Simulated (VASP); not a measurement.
A run of VASP 6.6.1:

INCAR

```
PREC     = Accurate       # precision mode
ENCUT    = 520            # plane-wave cutoff, eV
EDIFF    = 1E-6           # SCF threshold, eV
ISMEAR   = 1              # smearing method
SIGMA    = 0.1            # smearing width, eV
LREAL    = F              # projectors in reciprocal space
LASPH    = T              # aspherical terms in the spheres
NELM     = 80             # most SCF steps
ALGO     = Normal         # electronic algorithm
ISIF     = 2              # what is computed and relaxed
LWAVE    = F              # write WAVECAR
LCHARG   = T              # write CHGCAR
GGA      = PS             # functional
LELF     = T              # ELF
LVHAR    = T            
NBANDS   = 21             # bands
```

File KPOINTS:

```
regular mesh
0
Gamma
  8 8 8
```

Contents of POSCAR:

```
Sn
1.0
    0.0000000000      3.2758918662      3.2758918662
    3.2758918662      0.0000000000      3.2758918662
    3.2758918662      3.2758918662      0.0000000000
Sn
2
Direct
    0.0000000000      0.0000000000      0.0000000000
    0.2500000000      0.2500000000      0.2500000000
```

Potentials or basis: VASP PAW PBE potentials, release 64 (Sn_d).

Command:

```sh
$ cat potpaw_PBE.64/Sn_d/POTCAR > POTCAR
$ mpirun -np 1 vasp_std > vasp.out
```

Hardware: 1 thread of Intel Xeon 6975P-C (shared host).

**Question.** Estimate the wall time of this run.

**Answer.** It took 28 s on 1 thread of Intel Xeon 6975P-C, on a shared host, peak memory 0.21 GiB. Counts: scf iterations 12, k points 29.
